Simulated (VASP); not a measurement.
# BeH (F-43m) in VASP: further runs, part 2 of 2

VASP 6.6.1. Earlier steps stand in the parts before.

## 3. Relaxation of cell and atoms, PBE

This run uses another cell than the first one, of 7.62 Å³/atom.

File INCAR:

```
SYSTEM = BeH
PREC = Accurate
ENCUT = 600
EDIFF = 1E-7
ISMEAR = 0
SIGMA = 0.1
LREAL = .FALSE.
LASPH = .TRUE.
NELM = 60
ALGO = Normal
ISIF = 3
LWAVE = .FALSE.
LCHARG = .FALSE.
GGA = PE
IBRION = 2
NSW = 90
EDIFFG = -0.04
```

File KPOINTS:

```
regular mesh
0
G
  8 8 8
  0 0 0
```

File POSCAR:

```
BeH
1.0
    0.0000000000      1.9682323912      1.9682323912
    1.9682323912      0.0000000000      1.9682323912
    1.9682323912      1.9682323912      0.0000000000
Be H
1 1
Direct
    0.0000000000      0.0000000000      0.0000000000
    0.7500000000      0.7500000000      0.7500000000
```

Potentials or basis: VASP PAW PBE potentials, release 64 (Be, H).

Launch:

```
$ cat potpaw_PBE.64/Be/POTCAR potpaw_PBE.64/H/POTCAR > POTCAR
$ mpirun -np 1 vasp_std > vasp.out
```

Wall time 5.1 s (1 thread of AMD EPYC 9R45 (Zen 5), shared host); peak memory 0.1 GiB.

The run converged. Its results:

* Free energy: -6.1819 eV
* Relaxed volume: 6.11 Å³/atom
* Relaxed cell: a = 2.585 Å, b = 2.585 Å, c = 2.585 Å, α = 60.00°, β = 60.00°, γ = 60.00°
* Space group after relaxing (to 0.1 Å): F-43m (No. 216)
* Energy gained by relaxing: 81.3 meV/atom
* Ionic steps: 4
* Pressure after relaxing: 0.2 GPa
* Band gap on the k mesh: zero (an odd number of electrons rules out a gap without spin polarisation)

The path:
```tsv
step	energy change (eV)	largest force (eV/Å)	pressure (GPa)	volume (Å³)
1	0.0000	0.0000	-14.78	15.25
2	-0.1150	0.0000	-9.30	13.75
3	-0.1606	0.0000	-2.14	12.53
4	-0.1625	0.0000	0.23	12.21
```

Final structure:
```cif
data_structure
_symmetry_space_group_name_H-M 'P 1'
_symmetry_Int_Tables_number 1
_cell_length_a 2.5850
_cell_length_b 2.5850
_cell_length_c 2.5850
_cell_angle_alpha 60.000
_cell_angle_beta 60.000
_cell_angle_gamma 60.000
_cell_volume 12.21
loop_
_atom_site_label
_atom_site_type_symbol
_atom_site_fract_x
_atom_site_fract_y
_atom_site_fract_z
_atom_site_occupancy
Be1 Be 0.00000 0.00000 0.00000 1
H1 H 0.75000 0.75000 0.75000 1
```

Levels at points of the mesh, in eV from the Fermi level:
| k point | band 1 | band 2 | band 3 | band 4 | band 5 |
| --- | --- | --- | --- | --- | --- |
| (0.00, 0.00, 0.00) | -12.83 | 12.64 | 12.95 | 12.95 | 12.95 |
| (0.50, 0.00, 0.00) | -8.02 | -2.97 | 10.58 | 10.58 | 14.80 |
| (0.50, 0.50, 0.00) | -6.79 | 1.15 | 5.64 | 5.64 | 6.47 |

Caveat: the volume moved by over 15 % at a fixed basis, so the end points are rough.

## 4. Single point, PBE

File INCAR:

```
  PREC = Accurate
  ENCUT = 520
  EDIFF = 1E-6
  ISMEAR = 0
  SIGMA = 0.1
  LREAL = False
  LASPH = True
  NELM = 100
  ALGO = Normal
  ISIF = 2
  LWAVE = False
  LCHARG = False
  GGA = PE
  NBANDS = 8
```

File KPOINTS:

```
regular mesh
0
Gamma
  26 26 26
```

File POSCAR:

```
BeH
1.0
    0.0000000000      1.8289443280      1.8289443280
    1.8289443280      0.0000000000      1.8289443280
    1.8289443280      1.8289443280      0.0000000000
Be H
1 1
Direct
    0.0000000000      0.0000000000      0.0000000000
    0.2500000000      0.2500000000      0.2500000000
```

Launch:

```
$ cat potpaw_PBE.64/Be/POTCAR potpaw_PBE.64/H/POTCAR > POTCAR
$ mpirun -np 1 vasp_std > vasp.out
```

Wall time 21 s (1 thread of AMD EPYC 9R45 (Zen 5), shared host); peak memory 0.13 GiB.

It converged, with:

| Quantity | Value |
| --- | --- |
| Free energy | -6.1777 eV |
| Pressure | -0.1 GPa |
| Band gap on the k mesh | zero (an odd number of electrons rules out a gap without spin polarisation) |

Levels at points of the mesh, in eV from the Fermi level:
```tsv
k point	band 1	band 2	band 3	band 4	band 5
(0.00, 0.00, 0.00)	-13.13	12.30	12.62	12.62	12.62
(0.50, 0.00, 0.00)	-8.33	-3.28	10.25	10.25	14.46
(0.50, 0.50, 0.00)	-7.10	0.83	5.32	5.32	6.14
```

## 5. Relaxation of cell and atoms, PBE

File INCAR:

```
PREC = Accurate
ENCUT = 600
EDIFF = 1E-7
ISMEAR = 0
SIGMA = 0.1
LREAL = F
LASPH = T
NELM = 60
ALGO = Normal
ISIF = 3
LWAVE = F
LCHARG = F
GGA = PE
IBRION = 2
NSW = 100
EDIFFG = -0.01
```

File KPOINTS:

```
Automatic mesh
0
Gamma
  26 26 26
```

File POSCAR:

```
BeH
1.0
    0.0000000000      1.8298064023      1.8298064023
    1.8298064023      0.0000000000      1.8298064023
    1.8298064023      1.8298064023      0.0000000000
Be H
1 1
Direct
    0.0000000000      0.0000000000      0.0000000000
    0.2500000000      0.2500000000      0.2500000000
```

Potentials or basis: VASP PAW PBE potentials, release 64 (Be, H).

Launch:

```
$ cat potpaw_PBE.64/Be/POTCAR potpaw_PBE.64/H/POTCAR > POTCAR
$ mpirun -np 1 vasp_std > vasp.out
```

OUTCAR:

```text
PREC = Accurate
   ENCUT = 600
   EDIFF = 1E-7
   ISMEAR = 0
   LREAL = F
   LASPH = T
   NELM = 60
   ISIF = 3
   GGA = PE
   IBRION = 2
   NSW = 100
   EDIFFG = -0.01

 ion  position               nearest neighbor table
   1  0.000  0.000  0.000-   2 1.58   2 1.58   2 1.58   2 1.58
   2  0.250  0.250  0.250-   1 1.58   1 1.58   1 1.58   1 1.58

  LATTYP: Found a face centered cubic cell.
 ALAT       =     3.6596128046

  Lattice vectors:

[... 382 lines left out ...]

  FORCE on cell =-STRESS in cart. coord.  units (eV):
  Direction    XX          YY          ZZ          XY          YZ          ZX
  --------------------------------------------------------------------------------------
  -------------------------------------------------------------------------------------
  Total       -0.0064036     -0.0064036     -0.0064036      0.0000000     -0.0000000      0.0000000
  in kB       -0.8373112     -0.8373112     -0.8373112      0.0000000     -0.0000000      0.0000000
  external PRESSURE =      -0.8373112 kB  Pullay stress =       0.0000000 kB

 VOLUME and BASIS-vectors are now :
 -----------------------------------------------------------------------------
  energy-cutoff  :      600.00
  volume of cell :       12.25
      direct lattice vectors                 reciprocal lattice vectors
     0.000000000  1.829806402  1.829806402    -0.273252951  0.273252951  0.273252951
     1.829806402  0.000000000  1.829806402     0.273252951 -0.273252951  0.273252951
     1.829806402  1.829806402  0.000000000     0.273252951  0.273252951 -0.273252951

 POSITION                                       TOTAL-FORCE (eV/Angst)
 -----------------------------------------------------------------------------------
      0.00000      0.00000      0.00000         0.000000      0.000000     -0.000000
      0.91490      0.91490      0.91490        -0.000000     -0.000000      0.000000
 -----------------------------------------------------------------------------------
    total drift:                                0.000000      0.000000      0.000000

  FREE ENERGIE OF THE ION-ELECTRON SYSTEM (eV)
  ---------------------------------------------------
  free  energy   TOTEN  =        -6.1782985520 eV

  energy  without entropy=       -6.1762275836  energy(sigma->0) =       -6.17726307

 reached required accuracy - stopping structural energy minimisation
```

OSZICAR:

```text
N       E                     dE             d eps       ncg     rms          rms(c)
DAV:   1    -0.180181765497E+01   -0.18018E+01   -0.13816E+03  5190   0.451E+02
DAV:   2    -0.626114823439E+01   -0.44593E+01   -0.42144E+01  7290   0.662E+01
DAV:   3    -0.631518960184E+01   -0.54041E-01   -0.53983E-01  5620   0.697E+00
DAV:   4    -0.631524370955E+01   -0.54108E-04   -0.54017E-04  6730   0.224E-01
DAV:   5    -0.631524374452E+01   -0.34971E-07   -0.34569E-07  5790   0.337E-03    0.230E+00
DAV:   6    -0.621627700909E+01    0.98967E-01   -0.64457E-02  5115   0.153E+00    0.124E+00
DAV:   7    -0.617818490989E+01    0.38092E-01   -0.89483E-02  5555   0.194E+00    0.151E-01
DAV:   8    -0.617833901590E+01   -0.15411E-03   -0.16503E-03  5955   0.452E-01    0.361E-02
DAV:   9    -0.617829845730E+01    0.40559E-04   -0.88375E-05  6240   0.585E-02    0.687E-03
DAV:  10    -0.617829836514E+01    0.92164E-07   -0.38089E-06  5685   0.204E-02    0.269E-03
DAV:  11    -0.617829861977E+01   -0.25463E-06   -0.20250E-07  4925   0.362E-03    0.339E-04
DAV:  12    -0.617829855203E+01    0.67739E-07   -0.80160E-09  2585   0.101E-03
   1 F= -.61782986E+01 E0= -.61772631E+01  d E =-.617830E+01
```

CONTCAR:

```text
BeH
   1.00000000000000
     0.0000000000000000    1.8298064023000000    1.8298064023000000
     1.8298064023000000    0.0000000000000000    1.8298064023000000
     1.8298064023000000    1.8298064023000000    0.0000000000000000
  Be              H
     1     1
Direct
     0.0000000000000000    0.0000000000000000    0.0000000000000000
     0.2500000000000000    0.2500000000000000    0.2500000000000000

  0.00000000E+00  0.00000000E+00  0.00000000E+00
  0.00000000E+00  0.00000000E+00  0.00000000E+00
```

Run time: 21 s. Hardware: 1 thread of AMD EPYC 9R45 (Zen 5), shared host; peak memory 0.14 GiB.

What came out:

* Free energy: -6.1783 eV
* Pressure after relaxing: -0.1 GPa
* Band gap on the k mesh: zero (an odd number of electrons rules out a gap without spin polarisation)

Final structure:
```
Be H
1.0
     0.00000    1.82981    1.82981
     1.82981    0.00000    1.82981
     1.82981    1.82981    0.00000
Be H
1 1
Direct
  0.00000 0.00000 0.00000
  0.25000 0.25000 0.25000
```

Caveat: the relaxation stopped at its first step, so nothing moved.

## 6. Overview

```csv
task,cell,k mesh,cutoff (eV),gap on the mesh (eV),pressure (GPa)
single point,"a = 2.588 Å, angles 60.0°, 2 atoms",8 × 8 × 8,520,none,-0.2
relaxation of cell and atoms,"relaxed from a = 2.784 Å, angles 60.0°, 2 atoms",8 × 8 × 8,600,none,0.2
single point,"a = 2.587 Å, angles 60.0°, 2 atoms",26 × 26 × 26,520,none,-0.1
relaxation of cell and atoms,"relaxed from a = 2.588 Å, angles 60.0°, 2 atoms",26 × 26 × 26,600,none,-0.1
```

Alike in all rows: level PBE; potentials or basis VASP PAW PBE potentials, release 64 (Be, H); no spin polarisation; smearing gaussian 0.1 eV.

Caveats: some runs use coarse meshes; the volume moved by over 15 % at a fixed basis, so the end points are rough (at least some runs); the relaxation stopped at its first step, so nothing moved (at least some runs).

Total energies depend on the potentials used, so only differences within one code and one set of settings carry meaning.
